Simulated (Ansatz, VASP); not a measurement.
**Zr in VASP and in Ansatz**

Contents of INCAR:

```
SYSTEM = Zr
  PREC = Accurate
  ENCUT = 520
  EDIFF = 1E-6
  ISMEAR = 0
  SIGMA = 0.1
  LREAL = .FALSE.
  LASPH = .TRUE.
  NELM = 60
  ALGO = Normal
  ISIF = 2
  LWAVE = .FALSE.
  LCHARG = .TRUE.
  GGA = PE
  LELF = .TRUE.
  LVHAR = .TRUE.
  NBANDS = 12
```

Contents of KPOINTS:

```
Automatic mesh
0
G
  16 16 16
  0 0 0
```

The input POSCAR:

```
Zr
1.0
    0.0000000000      2.2187170500      2.2187170500
    2.2187170500      0.0000000000      2.2187170500
    2.2187170500      2.2187170500      0.0000000000
Zr
1
Direct
    0.0000000000      0.0000000000      0.0000000000
```

Input for Ansatz:

```yaml
crystal:
  lattice:
    - [0.0, 2.21871705, 2.21871705]
    - [2.21871705, 0.0, 2.21871705]
    - [2.21871705, 2.21871705, 0.0]
  atoms:
    - { symbol: Zr, position: [0.0, 0.0, 0.0] }
basis:
  ecutwfc: 420
kpoints:
  mp_grid: { grid: [16, 16, 16] }
hamiltonian:
  xc: pbe
scf:
  occupations: { method: gaussian, width: 0.1 }
output:
  forces: true
  stress: true
  eigenvalues: true
```

Alike in both runs: task single point; functional PBE; k mesh 16 × 16 × 16; occupations gaussian, width 0.1 eV; no spin polarisation.

```csv
,VASP,Ansatz
version,VASP 6.6.1,Ansatz 0.2.0
potentials or method,"VASP PAW PBE potentials, release 64 (Zr_sv), cutoff 520 eV","scalar-relativistic, plane waves, PAW"
valence electrons in the cell,12,12
```

Ansatz gave:

| Item | Value |
| --- | --- |
| gap on the k mesh at the Fermi level (eV) | none |
| pressure (GPa) | 5.9 |

Task: Which values does VASP return?

Result: gap on the k mesh at the Fermi level (eV): none; pressure (GPa): 6.0.

A gap of «none» marks a metal or a gap that the smearing closes. The functional is the same, so the differences come from potentials, cutoffs and numerics.
